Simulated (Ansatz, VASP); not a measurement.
This is a calculation of Pb for VASP 6.6.1.

Contents of INCAR:

```
SYSTEM = Pb
ALGO     = Normal         ! electronic algorithm
EDIFF    = 1E-6           ! SCF threshold, eV
EDIFFG   = -0.01          ! ionic threshold
ENCUT    = 600            ! plane-wave cutoff, eV
GGA      = PE             ! functional
IBRION   = 2              ! ionic algorithm
ISIF     = 3              ! what is computed and relaxed
ISMEAR   = -1             ! smearing method
LASPH    = .TRUE.         ! aspherical terms in the spheres
LCHARG   = .FALSE.        ! write CHGCAR
LREAL    = .FALSE.        ! projectors in reciprocal space
LWAVE    = .FALSE.        ! write WAVECAR
NELM     = 60             ! most SCF steps
NSW      = 60             ! ionic steps
PREC     = Accurate       ! precision mode
SIGMA    = 0.05           ! smearing width, eV
```

File KPOINTS:

```
k-points
0
G
  9 9 9
  0 0 0
```

File POSCAR:

```
Pb
1.0
   -1.9796595667      1.9796595667      1.9796595667
    1.9796595667     -1.9796595667      1.9796595667
    1.9796595667      1.9796595667     -1.9796595667
Pb
1
Direct
    0.0000000000      0.0000000000      0.0000000000
```

Potentials or basis: VASP PAW PBE potentials, release 64 (Pb_d).

Run with:

```bash
$ cat potpaw_PBE.64/Pb_d/POTCAR > POTCAR
$ mpirun -np 1 vasp_std > vasp.out
```

Task: Set up the same calculation for Ansatz 0.2.0. Potentials there: Ansatz PAW.

Result: As run (the cutoff follows the program's own potentials):

The input input.yaml:

```yaml
crystal:
  lattice:
    - [-1.9796595667, 1.9796595667, 1.9796595667]
    - [1.9796595667, -1.9796595667, 1.9796595667]
    - [1.9796595667, 1.9796595667, -1.9796595667]
  atoms:
    - { symbol: Pb, position: [0.0, 0.0, 0.0] }
hamiltonian:
  xc: pbe
  pseudopotentials: { kind: paw }
kpoints:
  mp_grid: { grid: [9, 9, 9] }
scf:
  occupations: { method: fermi_dirac, width: 0.05 }
output:
  forces: true
  stress: true
  eigenvalues: true
relax:
  f_tol: 0.01
  max_steps: 40
  cell: { stress_tol: 0.05 }
```

Potentials or basis: Ansatz PAW.

Run with:

```bash
$ ansatz run input.yaml --threads 2 --pin off --max-ram 5632MiB --backend cpu --events-out ev --progress --plain --runs-dir out
```

Both were run:

|  | VASP | Ansatz | Ansatz less VASP |
| --- | --- | --- | --- |
| gap on the k mesh at the Fermi level, each at its own relaxed structure (eV) | none | none | - |
| relaxed volume (Å³/atom) | 31.65 | 31.65 | -0.001 |
| relaxed cell length with the largest relative difference (Å) | 3.451 | 3.451 | 0.0000 |

A gap of «none» marks a metal or a gap that the smearing closes.

Neither program's run includes spin-orbit coupling. Noted on Ansatz's run: the plane-wave basis is chosen anew once the cell has moved, so the energies of steps on either side of that aren't comparable.
